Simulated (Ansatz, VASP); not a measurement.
This is a calculation of Re for Ansatz 0.2.0.

The input input.yaml:

```yaml
crystal:
  lattice:
    - [2.7663873939, 0.0, 0.0]
    - [-1.3831936969, 2.3957617598, 0.0]
    - [0.0, 0.0, 8.93884516]
  atoms:
    - { symbol: Re, position: [0.6666666667, 0.3333333333, 0.75] }
    - { symbol: Re, position: [0.0, 0.0, 0.5] }
    - { symbol: Re, position: [0.3333333333, 0.6666666667, 0.25] }
    - { symbol: Re, position: [0.0, 0.0, 0.0] }
hamiltonian:
  xc: pbe
  pseudopotentials: { kind: paw }
kpoints:
  mp_grid: { grid: [11, 11, 3] }
scf:
  occupations: { method: gaussian, width: 0.014 }
output:
  forces: true
  stress: true
  eigenvalues: true
```

Potentials or basis: Ansatz PAW.

Command:

```console
$ ansatz run input.yaml --threads 2 --pin off --max-ram 5632MiB --backend cpu --events-out ev --progress --plain --runs-dir out
```

Q: Set up the same calculation for VASP 6.6.1. Potentials there: VASP PAW PBE potentials, release 64 (Re).

A: As run (the cutoff follows the program's own potentials):

INCAR

```
ALGO     = Normal         # electronic algorithm
EDIFF    = 1E-7           # SCF threshold, eV
ENCUT    = 520            # plane-wave cutoff, eV
GGA      = PE             # functional
ISIF     = 2              # what is computed and relaxed
ISMEAR   = 0              # smearing method
LASPH    = True           # aspherical terms in the spheres
LCHARG   = False          # write CHGCAR
LREAL    = False          # projectors in reciprocal space
LWAVE    = False          # write WAVECAR
NBANDS   = 22             # bands
NELM     = 80             # most SCF steps
PREC     = Accurate       # precision mode
SIGMA    = 0.014          # smearing width, eV
```

The input KPOINTS:

```
k-points
0
Gamma
  11 11 3
```

File POSCAR:

```
Re
1.0
    2.7663873939      0.0000000000      0.0000000000
   -1.3831936969      2.3957617598      0.0000000000
    0.0000000000      0.0000000000      8.9388451600
Re
4
Direct
    0.6666666667      0.3333333333      0.7500000000
    0.0000000000      0.0000000000      0.5000000000
    0.3333333333      0.6666666667      0.2500000000
    0.0000000000      0.0000000000      0.0000000000
```

Potentials or basis: VASP PAW PBE potentials, release 64 (Re).

The run is started by

```bash
$ cat potpaw_PBE.64/Re/POTCAR > POTCAR
$ mpirun -np 1 vasp_std > vasp.out
```

Both were run:

|  | VASP | Ansatz | Ansatz less VASP |
| --- | --- | --- | --- |
| gap on the k mesh at the Fermi level (eV) | none | none | - |
| pressure (GPa) | 2.9 | 3.4 | +0.46 |
| traceless stress, the component that is largest in VASP (GPa) | 0.47 | 0.45 | -0.016 |

A gap of «none» marks a metal or a gap that the smearing closes. VASP's potentials hold 28 valence electrons a cell and Ansatz's 60, so a difference there can come from the potentials and not from the codes.

Spin-orbit coupling is off throughout.
